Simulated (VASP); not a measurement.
# ZnS (P3m1) in VASP: a series of runs

The runs below take ZnS through single point, with PBE.

All numbers are computed with VASP 6.6.1; they aren't measurements. Logs are shortened: lines on timing, memory, paths and dates and some standing lists are left out, and cuts for length are marked.

**1. The cell of the first run**

It takes space group P3m1 (No. 156, trigonal). Conventional cell: a = 3.811 Å, b = 3.811 Å, c = 6.234 Å, α = 90.00°, β = 90.00°, γ = 120.00°. Zn (site symmetry 3m) has 4 S at 1.95 to 2.31 Å within 2.6 Å. Within 3.2 Å of Zn (site symmetry 3m) lie 4 S at 2.40 to 2.49 Å. Within 2.6 Å of S (site symmetry 3m) lie 4 Zn at 1.95 to 2.49 Å. Within 3.1 Å of S (site symmetry 3m) lie 4 Zn at 2.31 to 2.40 Å.

**2. Single point, PBE (atom 3 (S) moved -0.450 Å along Cartesian [0 0 1])**

INCAR reads:

```
SYSTEM = ZnS
PREC = Accurate ; ENCUT = 520
EDIFF = 1E-6 ; ISMEAR = 0
SIGMA = 0.05 ; LREAL = .False.
LASPH = .True. ; NELM = 100
ALGO = Normal ; ISIF = 2
LWAVE = .False. ; LCHARG = .False.
GGA = PE ; NBANDS = 26
```

KPOINTS reads:

```
Automatic mesh
0
Gamma
  12 12 6
  0 0 0
```

POSCAR reads:

```
ZnS
1.0
    3.8109987816      0.0000000000      0.0000000000
   -1.9054993908      3.3004217586      0.0000000000
    0.0000000000      0.0000000000      6.2340000000
Zn S
2 2
Direct
    0.3333333333      0.6666666667      0.0000000000
    0.6666666667      0.3333333333      0.5000000000
    0.3333333333      0.6666666667      0.3128152069
    0.6666666667      0.3333333333      0.8850000000
```

Potentials or basis: VASP PAW PBE potentials, release 64 (Zn, S).

Command:

```bash
> cat potpaw_PBE.64/Zn/POTCAR potpaw_PBE.64/S/POTCAR > POTCAR
> mpirun -np 1 vasp_std > vasp.out
```

OUTCAR:

```text
SYSTEM = ZnS
   PREC = Accurate
   ENCUT = 520
   EDIFF = 1E-6
   ISMEAR = 0
   LREAL = .False.
   LASPH = .True.
   NELM = 100
   ISIF = 2
   GGA = PE

 ion  position               nearest neighbor table
   1  0.333  0.667  0.000-   3 1.95   4 2.31   4 2.31   4 2.31
   2  0.667  0.333  0.500-   4 2.40   3 2.49   3 2.49   3 2.49
   3  0.333  0.667  0.313-   1 1.95   2 2.49   2 2.49   2 2.49
   4  0.667  0.333  0.885-   1 2.31   1 2.31   1 2.31   2 2.40

  LATTYP: Found a hexagonal cell.
 ALAT       =     3.8109987816
 C/A-ratio  =     1.6357916539

  Lattice vectors:

 A1 = (   3.8109987816,   0.0000000000,   0.0000000000)
 A2 = (  -1.9054993908,   3.3004217586,   0.0000000000)
 A3 = (   0.0000000000,   0.0000000000,   6.2340000000)

Analysis of symmetry for initial positions (statically):
=====================================================================
 Subroutine PRICEL returns:
 Original cell was already a primitive cell.

 Routine SETGRP: Setting up the symmetry group for a
 hexagonal supercell.

 Subroutine GETGRP returns: Found  6 space group operations
 (whereof  6 operations were pure point group operations)
 out of a pool of 24 trial point group operations.

The static configuration has the point symmetry C_3v.

Analysis of symmetry for dynamics (positions and initial velocities):
=====================================================================
 Subroutine PRICEL returns:
 Original cell was already a primitive cell.

 Routine SETGRP: Setting up the symmetry group for a
 hexagonal supercell.

 Subroutine GETGRP returns: Found  6 space group operations
 (whereof  6 operations were pure point group operations)
 out of a pool of 24 trial point group operations.

The dynamic configuration has the point symmetry C_3v.

 Subroutine INISYM returns: Found  6 space group operations
 (whereof  6 operations are pure point group operations),
 and found     1 'primitive' translations

----------------------------------------------------------------------------------------

                                     Primitive cell

  volume of cell :      78.4106

  direct lattice vectors                    reciprocal lattice vectors
     3.810998782  0.000000000  0.000000000     0.262398405  0.151495789  0.000000000
    -1.905499391  3.300421759  0.000000000     0.000000000  0.302991579  0.000000000
     0.000000000  0.000000000  6.234000000     0.000000000  0.000000000  0.160410651

  length of vectors
     3.810998782  3.810998782  6.234000000     0.302991579  0.302991579  0.160410651

  position of ions in fractional coordinates (direct lattice)
     0.333333333  0.666666667  0.000000000
     0.666666667  0.333333333  0.500000000
     0.333333333  0.666666667  0.312815207
     0.666666667  0.333333333  0.885000000

  ion indices of the primitive-cell ions
   primitive index   ion index
                 1           1
                 2           2
                 3           3
                 4           4

----------------------------------------------------------------------------------------

 KPOINTS: Automatic mesh

Automatic generation of k-mesh.
 Grid dimensions read from file:
 generate k-points for:   12   12    6

 Generating k-lattice:

  Cartesian coordinates                     Fractional coordinates (reciprocal lattice)
     0.021866534  0.012624649  0.000000000     0.083333333  0.000000000  0.000000000
     0.000000000  0.025249298  0.000000000     0.000000000  0.083333333  0.000000000
     0.000000000  0.000000000  0.026735109     0.000000000  0.000000000  0.166666667

  Length of vectors
     0.025249298  0.025249298  0.026735109

  Shift w.r.t. Gamma in fractional coordinates (k-lattice)
     0.000000000  0.000000000  0.000000000

 Subroutine IBZKPT returns following result:
 ===========================================

 Found    100 irreducible k-points:

 Following reciprocal coordinates:
            Coordinates               Weight
  0.000000  0.000000  0.000000      1.000000
  0.083333  0.000000  0.000000      6.000000
  0.166667  0.000000  0.000000      6.000000
  0.250000 -0.000000  0.000000      6.000000
  0.333333 -0.000000  0.000000      6.000000
  0.416667 -0.000000  0.000000      6.000000
[... 16 lines left out ...]
  0.166667  0.000000  0.166667      6.000000
  0.000000  0.166667  0.166667      6.000000
 [... further k-points ...]
   k-points           NKPTS =    100   k-points in BZ     NKDIM =    100   number of bands    NBANDS=     26
   number of dos      NEDOS =    301   number of ions     NIONS =      4
   total plane-waves  NPLWV =  37632
   dimension x,y,z NGX =    28 NGY =   28 NGZ =   48
   dimension x,y,z NGXF=    56 NGYF=   56 NGZF=   96
   ions per type =               2   2
   NGX,Y,Z   is equivalent  to a cutoff of  12.21, 12.21, 12.80 a.u.
   NGXF,Y,Z  is equivalent  to a cutoff of  24.43, 24.43, 25.60 a.u.
 SYSTEM =  ZnS
   PREC   = accura    normal or accurate (medium, high low for compatibility)
   ISTART =      0    job   : 0-new  1-cont  2-samecut
   ICHARG =      2    charge: 1-file 2-atom 10-const
   ISPIN  =      1    spin polarized calculation?
   LNONCOLLINEAR =      F non collinear calculations
   LSORBIT =      F    spin-orbit coupling
   LASPH  =      T    aspherical Exc in radial PAW
   ENCUT  =  520.0 eV  38.22 Ry    6.18 a.u.   7.09  7.09 11.59*2*pi/ulx,y,z
   NELM   =    100;   NELMIN=  2; NELMDL= -5     # of ELM steps
   EDIFF  = 0.1E-05   stopping-criterion for ELM
   LREAL  =      F    real-space projection
   EDIFFG = 0.1E-04   stopping-criterion for IOM
   NSW    =      0    number of steps for IOM
   IBRION =     -1    ionic relax: 0-MD 1-quasi-New 2-CG
   NFREE  =      0    steps in history (QN), initial steepest desc. (CG)
   ISIF   =      2    stress and relaxation
   ISYM   =      2    0-nonsym 1-usesym 2-fastsym
   POTIM  = 0.5000    time-step for ionic-motion
   TEBEG  =    0.0;   TEEND  =   0.0 temperature during run
   PSTRESS=    0.0 pullay stress
   NELECT =      36.0000    total number of electrons
   NUPDOWN=      -1.0000    fix difference up-down
   EMIN   =  10.00;   EMAX   =-10.00  energy-range for DOS
   EFERMI =   0.00;   METHOD = LEGACY
   ISMEAR =     0;   SIGMA  =   0.05  broadening in eV -4-tet -1-fermi 0-gaus
   EFERMI_NEDOS =   21; number of points for ismear=-14 and -15
   IALGO  =     38    algorithm
   IMIX   =      4    mixing-type and parameters
     AMIX     =   0.40;   BMIX     =  1.00
     AMIX_MAG =   1.60;   BMIX_MAG =  1.00
  volume/ion in A,a.u.               =      19.60       132.29
  Fermi-wavevector in a.u.,A,eV,Ry     =   1.262944  2.386617 21.701656  1.595027
  Thomas-Fermi vector in A             =   2.396326
   LORBIT       =      0    0 simple, 1 ext, 2 COOP (PROOUT), +10 PAW based schemes
   GGA     = PE    functional components
   LHFCALC =     F    Hartree Fock is set to
   AEXX    =    0.0000 exact exchange contribution
   IVDW    =     0    specifies the selected vdW correction
   LEPSILON=     F    determine dielectric tensor
   LRPA    =     F    only Hartree local field effects (RPA)
 non-spin polarized calculation
 Gauss-broadening in eV      SIGMA  =   0.05
  energy-cutoff  :      520.00
  volume of cell :       78.41
 maximum number of plane-waves:      2133
   NGX = 15   NGY = 15   NGZ = 23

 number of electron      35.9999977 magnetization

 Free energy of the ion-electron system (eV)
  ---------------------------------------------------
  ext. energy  EPLUGINS =         0.00000000
  ---------------------------------------------------
  free energy    TOTEN  =       -12.47732859 eV

  energy without entropy =      -12.47732859  energy(sigma->0) =      -12.47732859

 E-fermi :   2.5593     XC(G=0):  -9.6504

 val. band max:        2.3454260845   @ k =   0.0000   0.0000   0.0000
 cond. band min:       4.1895748560   @ k =   0.0000   0.0000   0.0000
 fundamental gap:      1.8441487715
 Fermi energy:         2.5593203756

 k-point     1 :       0.0000    0.0000    0.0000
  band No.  band energies     occupation
      1     -11.2264      2.00000
      2     -10.0499      2.00000
      3      -4.7064      2.00000
      4      -4.5042      2.00000
      5      -4.5042      2.00000
      6      -4.2149      2.00000
[... 18 lines left out ...]
     25      10.2065      0.00000
     26      11.9994      0.00000

 k-point     2 :       0.0833    0.0000    0.0000
  band No.  band energies     occupation
      1     -11.1795      2.00000
      2     -10.0298      2.00000
      3      -4.7003      2.00000
      4      -4.4998      2.00000
      5      -4.4959      2.00000
      6      -4.2287      2.00000
[... 18 lines left out ...]
     25      10.3854      0.00000
     26      11.4196      0.00000

 k-point     3 :       0.1667    0.0000    0.0000
  band No.  band energies     occupation
      1     -11.0451      2.00000
      2      -9.9770      2.00000
      3      -4.6856      2.00000
      4      -4.4844      2.00000
      5      -4.4757      2.00000
      6      -4.2595      2.00000
[... 18 lines left out ...]
     25      10.7028      0.00000
     26      10.8725      0.00000

 k-point     4 :       0.2500   -0.0000    0.0000
  band No.  band energies     occupation
      1     -10.8424      2.00000
      2      -9.9123      2.00000
      3      -4.6666      2.00000
      4      -4.4623      2.00000
      5      -4.4554      2.00000
      6      -4.2817      2.00000
[... 18 lines left out ...]
     25      10.9469      0.00000
     26      11.6123      0.00000
[... 496 lines left out ...]
      1     -11.1386      2.00000
      2     -10.0904      2.00000
      3      -4.7533      2.00000
      4      -4.4996      2.00000
      5      -4.4950      2.00000
      6      -4.2353      2.00000
[... 18 lines left out ...]
     25      10.2151      0.00000
     26      11.6112      0.00000

 k-point    23 :       0.1667    0.0000    0.1667
  band No.  band energies     occupation
      1     -11.0064      2.00000
      2     -10.0313      2.00000
      3      -4.7269      2.00000
      4      -4.4908      2.00000
      5      -4.4729      2.00000
      6      -4.2710      2.00000
[... 18 lines left out ...]
     25      10.6288      0.00000
     26      11.2851      0.00000

 k-point    24 :       0.0000    0.1667    0.1667
  band No.  band energies     occupation
      1     -11.0064      2.00000
      2     -10.0314      2.00000
      3      -4.7303      2.00000
      4      -4.4851      2.00000
      5      -4.4743      2.00000
      6      -4.2694      2.00000
[... 18 lines left out ...]
     25      10.7292      0.00000
     26      10.9118      0.00000

 [... further k-points ...]

------------------------ aborting loop because EDIFF is reached ----------------------------------------

  FORCE on cell =-STRESS in cart. coord.  units (eV):
  Direction    XX          YY          ZZ          XY          YZ          ZX
  --------------------------------------------------------------------------------------
  -------------------------------------------------------------------------------------
  Total        0.6596642      0.6596642      9.5150101      0.0000000      0.0000000      0.0000000
  in kB       13.4790237     13.4790237    194.4217227      0.0000000      0.0000000      0.0000000
  external PRESSURE =      73.7932567 kB  Pullay stress =       0.0000000 kB

 VOLUME and BASIS-vectors are now :
 -----------------------------------------------------------------------------
  energy-cutoff  :      520.00
  volume of cell :       78.41
      direct lattice vectors                 reciprocal lattice vectors
     3.810998782  0.000000000  0.000000000     0.262398405  0.151495789  0.000000000
    -1.905499391  3.300421759  0.000000000     0.000000000  0.302991579  0.000000000
     0.000000000  0.000000000  6.234000000     0.000000000  0.000000000  0.160410651

 POSITION                                       TOTAL-FORCE (eV/Angst)
 -----------------------------------------------------------------------------------
     -0.00000      2.20028      0.00000        -0.000000      0.000000     -4.787451
      1.90550      1.10014      3.11700         0.000000     -0.000000     -0.553148
     -0.00000      2.20028      1.95009        -0.000000      0.000000      7.305215
      1.90550      1.10014      5.51709        -0.000000      0.000000     -1.964616
 -----------------------------------------------------------------------------------
    total drift:                                0.000002     -0.000002     -0.000433

  FREE ENERGIE OF THE ION-ELECTRON SYSTEM (eV)
  ---------------------------------------------------
  free  energy   TOTEN  =       -12.4773285860 eV

  energy  without entropy=      -12.4773285860  energy(sigma->0) =      -12.47732859
```

It took 2.8 min on 1 thread of Intel Xeon 6975P-C, shared host; peak memory 0.3 GiB.

What came out:

```yaml
Free_energy: -12.4773 eV
Pressure: 7.4 GPa
Largest_force: 7.305 eV/Å
Band_gap_on_the_k_mesh: 1.84 eV, direct
```

Forces on the atoms (eV/Å):
```
Zn   0.000  0.000 -4.787
Zn   0.000  0.000 -0.553
S    0.000  0.000  7.305
S    0.000  0.000 -1.965
```

Caveat: the cell differs from its parent crystal (atom 3 (S) moved -0.450 Å along Cartesian [0 0 1]); forces of over 1 eV/Å act on the atoms, so gaps and moduli don't describe the material at rest. A k mesh can miss the band edges.

**3. Single point, PBE (atom 3 (S) moved +0.300 Å along Cartesian [0 0 1])**

INCAR reads:

```
SYSTEM = ZnS
PREC = Accurate
ENCUT = 520
EDIFF = 1E-6
ISMEAR = 0
SIGMA = 0.05
LREAL = .False.
LASPH = .True.
NELM = 60
ALGO = Normal
ISIF = 2
LWAVE = .False.
LCHARG = .False.
GGA = PE
NBANDS = 26
```

KPOINTS is that of step 2.

Changes to POSCAR since step 2:

```diff
@@ -10,3 +10,3 @@
     0.6666666667      0.3333333333      0.5000000000
-    0.3333333333      0.6666666667      0.3128152069
+    0.3333333333      0.6666666667      0.4331231954
     0.6666666667      0.3333333333      0.8850000000
```

Potentials or basis: VASP PAW PBE potentials, release 64 (Zn, S).

Command:

```bash
> cat potpaw_PBE.64/Zn/POTCAR potpaw_PBE.64/S/POTCAR > POTCAR
> mpirun -np 1 vasp_std > vasp.out
```

Run time: 2.9 min. Hardware: 1 thread of Intel Xeon 6975P-C, shared host; peak memory 0.3 GiB.

The run converged. Its results:

```
Free energy            : -13.2977 eV
Pressure               : 4.2 GPa
Largest force          : 1.792 eV/Å
Band gap on the k mesh : 2.24 eV, indirect (least direct gap 2.27 eV)
```

Forces in eV/Å, atoms in the order of the input:
```
Zn   0.000  0.000  0.575
Zn   0.000  0.000  0.503
S    0.000  0.000 -1.792
S    0.000  0.000  0.714
```

Stress tensor (GPa, compression positive):
```
5.82 0.00 0.00
0.00 5.82 0.00
0.00 0.00 1.01
```

Levels at points of the mesh, in eV from the valence-band top:
| k point | band 15 | band 16 | band 17 | band 18 | band 19 | band 20 | band 21 | band 22 |
| --- | --- | --- | --- | --- | --- | --- | --- | --- |
| (0.00, 0.00, 0.00) | -0.83 | -0.04 | -0.04 | -0.03 | 2.24 | 2.89 | 6.24 | 6.24 |
| (0.50, 0.00, 0.00) | -2.84 | -2.35 | -1.27 | -1.16 | 3.39 | 4.22 | 5.17 | 7.41 |
| (0.00, 0.00, 0.50) | -0.60 | -0.60 | -0.29 | -0.29 | 3.31 | 3.54 | 5.63 | 6.45 |
| (0.50, 0.00, 0.50) | -2.04 | -1.54 | -1.45 | -1.10 | 3.36 | 3.97 | 4.53 | 5.25 |

Caveat: the cell differs from its parent crystal (atom 3 (S) moved +0.300 Å along Cartesian [0 0 1]); forces of over 1 eV/Å act on the atoms, so gaps and moduli don't describe the material at rest.
